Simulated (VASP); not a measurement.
Wanted: the native input for a VASP 6.6.1 run.

| Quantity | Value |
| --- | --- |
| Task | single point |
| Functional | LDA |
| Potentials or basis | VASP PAW LDA potentials, release 64 (Nb_sv, Cd) |
| Cutoff | 520 eV |
| k mesh | 10 × 10 × 10 |
| Occupations | gaussian, width 0.1 eV |
| Spin | no spin polarisation |
| Dipole correction | no |
| Further INCAR settings | ALGO = Fast; EDIFF = 1e-06; NBANDS = 32 |

The structure of NbCd3 lies in POSCAR:

```
NbCd3
1.0
    4.1843457878      0.0000000000      0.0000000000
    0.0000000000      4.1843457878      0.0000000000
    0.0000000000      0.0000000000      4.1843457878
Nb Cd
1 3
Direct
    0.0000000000      0.0000000000      0.0000000000
    0.0000000000      0.5000000000      0.5000000000
    0.5000000000      0.0000000000      0.5000000000
    0.5000000000      0.5000000000      0.0000000000
```

These files were run (other wordings do the same):

INCAR

```
ALGO = Fast
EDIFF = 1E-6
ENCUT = 520
ISIF = 2
ISMEAR = 0
LASPH = T
LCHARG = F
LREAL = F
LWAVE = F
NBANDS = 32
NELM = 100
PREC = Accurate
SIGMA = 0.1
```

KPOINTS

```
k-points
0
Gamma
  10 10 10
```

Potentials or basis: VASP PAW LDA potentials, release 64 (Nb_sv, Cd).

Launch:

```bash
$ cat potpaw_LDA.64/Nb_sv/POTCAR potpaw_LDA.64/Cd/POTCAR > POTCAR
$ mpirun -np 1 vasp_std > vasp.out
```

It gave:

The pressure is 1.0 GPa.

It took 79 s on 1 thread of AMD EPYC 9R45 96-Core Processor (Zen 5), with other jobs on the host, peak memory 0.2 GiB.
